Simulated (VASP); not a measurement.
# LiCl (F-43m) in VASP: further runs

Aim: see how the results for LiCl move with the level of theory and the settings. Levels: PBE, r2SCAN. Tasks: single point.

All numbers are computed with VASP 6.6.1; they aren't measurements. Logs are shortened: lines on timing, memory, paths and dates and some standing lists are left out, and cuts for length are marked.

## 1. The cell of the first run

It takes space group F-43m (No. 216, cubic). Conventional cell: a = 5.685 Å, b = 5.685 Å, c = 5.685 Å, α = 90.00°, β = 90.00°, γ = 90.00°. Within 3.3 Å of Li (site symmetry -43m) lie 4 Cl at 2.46 Å. Cl (site symmetry -43m) has 4 Li at 2.46 Å within 3.3 Å.

## 2. Single point, PBE (strain +4.0%)

The input, INCAR:

```
SYSTEM = LiCl
ALGO = Normal
EDIFF = 1E-6
ENCUT = 520
GGA = PE
ISIF = 2
ISMEAR = -1
LASPH = .True.
LCHARG = .False.
LREAL = .False.
LWAVE = .False.
NBANDS = 12
NELM = 100
PREC = Accurate
SIGMA = 0.02
```

The input, KPOINTS:

```
k-points
0
Gamma
  8 8 8
  0 0 0
```

The input, POSCAR:

```
LiCl
1.0
    0.0000000000      2.8423642382      2.8423642382
    2.8423642382      0.0000000000      2.8423642382
    2.8423642382      2.8423642382      0.0000000000
Li Cl
1 1
Direct
    0.0000000000      0.0000000000      0.0000000000
    0.2500000000      0.2500000000      0.2500000000
```

Potentials or basis: VASP PAW PBE potentials, release 64 (Li_sv, Cl).

Command:

```sh
cat potpaw_PBE.64/Li_sv/POTCAR potpaw_PBE.64/Cl/POTCAR > POTCAR
mpirun -np 1 vasp_std > vasp.out
```

OUTCAR:

```text
SYSTEM = LiCl
   EDIFF = 1E-6
   ENCUT = 520
   GGA = PE
   ISIF = 2
   ISMEAR = -1
   LASPH = .True.
   LREAL = .False.
   NELM = 100
   PREC = Accurate

 ion  position               nearest neighbor table
   1  0.000  0.000  0.000-   2 2.46   2 2.46   2 2.46   2 2.46
   2  0.250  0.250  0.250-   1 2.46   1 2.46   1 2.46   1 2.46

  LATTYP: Found a face centered cubic cell.
 ALAT       =     5.6847284764

  Lattice vectors:

 A1 = (   0.0000000000,   2.8423642382,   2.8423642382)
 A2 = (   2.8423642382,   0.0000000000,   2.8423642382)
 A3 = (   2.8423642382,   2.8423642382,   0.0000000000)

Analysis of symmetry for initial positions (statically):
=====================================================================
 Subroutine PRICEL returns:
 Original cell was already a primitive cell.

 Routine SETGRP: Setting up the symmetry group for a
 face centered cubic supercell.

 Subroutine GETGRP returns: Found 24 space group operations
 (whereof 24 operations were pure point group operations)
 out of a pool of 48 trial point group operations.

The static configuration has the point symmetry T_d .

Analysis of symmetry for dynamics (positions and initial velocities):
=====================================================================
 Subroutine PRICEL returns:
 Original cell was already a primitive cell.

 Routine SETGRP: Setting up the symmetry group for a
 face centered cubic supercell.

 Subroutine GETGRP returns: Found 24 space group operations
 (whereof 24 operations were pure point group operations)
 out of a pool of 48 trial point group operations.

The dynamic configuration has the point symmetry T_d .

 Subroutine INISYM returns: Found 24 space group operations
 (whereof 24 operations are pure point group operations),
 and found     1 'primitive' translations

----------------------------------------------------------------------------------------

                                     Primitive cell

  volume of cell :      45.9271

  direct lattice vectors                    reciprocal lattice vectors
     0.000000000  2.842364238  2.842364238    -0.175909897  0.175909897  0.175909897
     2.842364238  0.000000000  2.842364238     0.175909897 -0.175909897  0.175909897
     2.842364238  2.842364238  0.000000000     0.175909897  0.175909897 -0.175909897

  length of vectors
     4.019710055  4.019710055  4.019710055     0.304684879  0.304684879  0.304684879

  position of ions in fractional coordinates (direct lattice)
     0.000000000  0.000000000  0.000000000
     0.250000000  0.250000000  0.250000000

  ion indices of the primitive-cell ions
   primitive index   ion index
[... 80 lines left out ...]
   ISIF   =      2    stress and relaxation
   ISYM   =      2    0-nonsym 1-usesym 2-fastsym
   POTIM  = 0.5000    time-step for ionic-motion
   TEBEG  =    0.0;   TEEND  =   0.0 temperature during run
   PSTRESS=    0.0 pullay stress
   NELECT =      10.0000    total number of electrons
   NUPDOWN=      -1.0000    fix difference up-down
   EMIN   =  10.00;   EMAX   =-10.00  energy-range for DOS
   EFERMI =   0.00;   METHOD = LEGACY
   ISMEAR =    -1;   SIGMA  =   0.02  broadening in eV -4-tet -1-fermi 0-gaus
   EFERMI_NEDOS =   21; number of points for ismear=-14 and -15
   IALGO  =     38    algorithm
   IMIX   =      4    mixing-type and parameters
     AMIX     =   0.40;   BMIX     =  1.00
     AMIX_MAG =   1.60;   BMIX_MAG =  1.00
  volume/ion in A,a.u.               =      22.96       154.97
  Fermi-wavevector in a.u.,A,eV,Ry     =   0.984884  1.861161 13.197605  0.969997
  Thomas-Fermi vector in A             =   2.116150
   LORBIT       =      0    0 simple, 1 ext, 2 COOP (PROOUT), +10 PAW based schemes
   GGA     = PE    functional components
   LHFCALC =     F    Hartree Fock is set to
   AEXX    =    0.0000 exact exchange contribution
   IVDW    =     0    specifies the selected vdW correction
   LEPSILON=     F    determine dielectric tensor
   LRPA    =     F    only Hartree local field effects (RPA)
 non-spin polarized calculation
  energy-cutoff  :      520.00
  volume of cell :       45.93
 maximum number of plane-waves:      1254
 NGX is ok and might be reduce to    30
   NGX = 15   NGY = 15   NGZ = 15

 number of electron      10.0000000 magnetization

 number of electron       9.9999994 magnetization

 Free energy of the ion-electron system (eV)
  ---------------------------------------------------
  ext. energy  EPLUGINS =         0.00000000
  ---------------------------------------------------
  free energy    TOTEN  =        -7.40340111 eV

  energy without entropy =       -7.40340111  energy(sigma->0) =       -7.40340111

 E-fermi :  -1.3054     XC(G=0):  -7.2694

 val. band max:       -1.7685101491   @ k =   0.0000   0.0000   0.0000
 cond. band min:       3.8973694829   @ k =   0.0000   0.0000   0.0000
 fundamental gap:      5.6658796320
 Fermi energy:        -1.3054474888

 k-point     1 :       0.0000    0.0000    0.0000
  band No.  band energies     occupation
      1     -44.9088      2.00000
      2     -14.2659      2.00000
      3      -1.7685      2.00000
      4      -1.7685      2.00000
      5      -1.7685      2.00000
      6       3.8974      0.00000
      7       8.2374      0.00000
      8       8.2374      0.00000
      9       8.2374      0.00000
     10      12.4163      0.00000
     11      12.4163      0.00000
     12      15.2138      0.00000
[... 331 lines left out ...]
 k-point    24 :      -0.3750    0.2500    0.1250
  band No.  band energies     occupation
      1     -44.9078      2.00000
      2     -14.0125      2.00000
      3      -3.2476      2.00000
      4      -2.4377      2.00000
      5      -2.1855      2.00000
      6       6.8682      0.00000
      7       7.1331      0.00000
      8       9.2560      0.00000
      9       9.3445      0.00000
     10      11.4596      0.00000
     11      13.4173      0.00000
     12      14.2426      0.00000

 [... further k-points ...]
[... 5 lines left out ...]
  --------------------------------------------------------------------------------------
  -------------------------------------------------------------------------------------
  Total       -0.5410024     -0.5410024     -0.5410024     -0.0000000      0.0000000     -0.0000000
  in kB      -18.8729835    -18.8729835    -18.8729835     -0.0000000      0.0000000     -0.0000000
  external PRESSURE =     -18.8729835 kB  Pullay stress =       0.0000000 kB

 VOLUME and BASIS-vectors are now :
 -----------------------------------------------------------------------------
  energy-cutoff  :      520.00
  volume of cell :       45.93
      direct lattice vectors                 reciprocal lattice vectors
     0.000000000  2.842364238  2.842364238    -0.175909897  0.175909897  0.175909897
     2.842364238  0.000000000  2.842364238     0.175909897 -0.175909897  0.175909897
     2.842364238  2.842364238  0.000000000     0.175909897  0.175909897 -0.175909897

 POSITION                                       TOTAL-FORCE (eV/Angst)
 -----------------------------------------------------------------------------------
      0.00000      0.00000      0.00000        -0.000000     -0.000000     -0.000000
      1.42118      1.42118      1.42118         0.000000      0.000000      0.000000
 -----------------------------------------------------------------------------------
    total drift:                               -0.000000     -0.000000     -0.000000

  FREE ENERGIE OF THE ION-ELECTRON SYSTEM (eV)
  ---------------------------------------------------
  free  energy   TOTEN  =        -7.4034011136 eV

  energy  without entropy=       -7.4034011136  energy(sigma->0) =       -7.40340111
```

OSZICAR:

```text
N       E                     dE             d eps       ncg     rms          rms(c)
DAV:   1     0.444901378924E+02    0.44490E+02   -0.38058E+03   696   0.738E+02
DAV:   2    -0.400954616132E+01   -0.48500E+02   -0.46533E+02   884   0.139E+02
DAV:   3    -0.737644484841E+01   -0.33669E+01   -0.33560E+01   896   0.381E+01
DAV:   4    -0.752596676858E+01   -0.14952E+00   -0.14947E+00  1096   0.796E+00
DAV:   5    -0.752720414604E+01   -0.12374E-02   -0.12374E-02   900   0.773E-01    0.232E+00
DAV:   6    -0.738469487599E+01    0.14251E+00   -0.33780E-01   812   0.240E+00    0.169E+00
DAV:   7    -0.738916879988E+01   -0.44739E-02   -0.85098E-02   868   0.135E+00    0.101E+00
DAV:   8    -0.740270919366E+01   -0.13540E-01   -0.16419E-02   820   0.776E-01    0.207E-01
DAV:   9    -0.740283228399E+01   -0.12309E-03   -0.37837E-04  1052   0.134E-01    0.108E-01
DAV:  10    -0.740339705383E+01   -0.56477E-03   -0.87301E-04   852   0.158E-01    0.512E-02
DAV:  11    -0.740339610115E+01    0.95268E-06   -0.19648E-05   972   0.274E-02    0.802E-03
DAV:  12    -0.740340062094E+01   -0.45198E-05   -0.42630E-06   872   0.127E-02    0.126E-03
DAV:  13    -0.740340111363E+01   -0.49268E-06   -0.62636E-07   940   0.469E-03
   1 F= -.74034011E+01 E0= -.74034011E+01  d E =-.116162E-11
```

stdout:

```text
POSCAR found type information on POSCAR LiCl
 POSCAR found :  2 types and       2 ions
 scaLAPACK will be used
 LDA part: xc-table for (Slater+PW92), standard interpolation
 POSCAR, INCAR and KPOINTS ok, starting setup
 FFT: planning ... GRIDC
 FFT: planning ... GRID_SOFT
 FFT: planning ... GRID
 WAVECAR not read
 entering main loop
```

It took 19 s on 1 thread of Intel Xeon Platinum 8488C (Sapphire Rapids), shared host; peak memory 0.16 GiB.

What came out:

```
Free energy            : -7.4034 eV
Band gap on the k mesh : 5.67 eV, direct
```

Caveat: the cell differs from its parent crystal (strain +4.0%); the cutoff is under 1.25 times the usual one of these potentials, so pressure, stress and relaxed cells hold a basis-set (Pulay) error. A k mesh can miss the band edges.

[end of part 1 of 2]
